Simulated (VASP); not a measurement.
Input of a VASP 6.6.1 run:

The input INCAR:

```
PREC = Accurate
ENCUT = 520
EDIFF = 1E-6
ISMEAR = 0
SIGMA = 0.1
LREAL = False
LASPH = True
NELM = 60
ALGO = Normal
ISIF = 2
LWAVE = False
LCHARG = True
GGA = PE
LELF = True
LVHAR = True
NBANDS = 44
```

Contents of KPOINTS:

```
regular mesh
0
Gamma
  4 4 4
```

POSCAR

```
SiO2
1.0
    0.0000000000      3.7300469099      3.7300469099
    3.7300469099      3.7300469099      0.0000000000
   -3.7300469099      7.4600938198     -3.7300469099
Si O
4 8
Direct
    0.3750000000      0.3750000000      0.8750000000
    0.8750000000      0.8750000000      0.3750000000
    0.0000000000      0.0000000000      1.0000000000
    0.5000000000      0.5000000000      0.5000000000
    0.6875000000      0.1875000000      0.9375000000
    0.1875000000      0.6875000000      0.4375000000
    0.1875000000      0.1875000000      0.9375000000
    0.6875000000      0.6875000000      0.4375000000
    0.1875000000      0.6875000000      0.9375000000
    0.6875000000      0.1875000000      0.4375000000
    0.4375000000      0.4375000000      0.6875000000
    0.9375000000      0.9375000000      0.1875000000
```

Potentials or basis: VASP PAW PBE potentials, release 64 (Si, O).

Run with:

```sh
$ cat potpaw_PBE.64/Si/POTCAR potpaw_PBE.64/O/POTCAR > POTCAR
$ mpirun -np 1 vasp_std > vasp.out
```

What does it give for the pressure?

0.1 GPa.

Estimate the band gap on the k mesh.

5.37 eV.

A k mesh can miss the band edges.
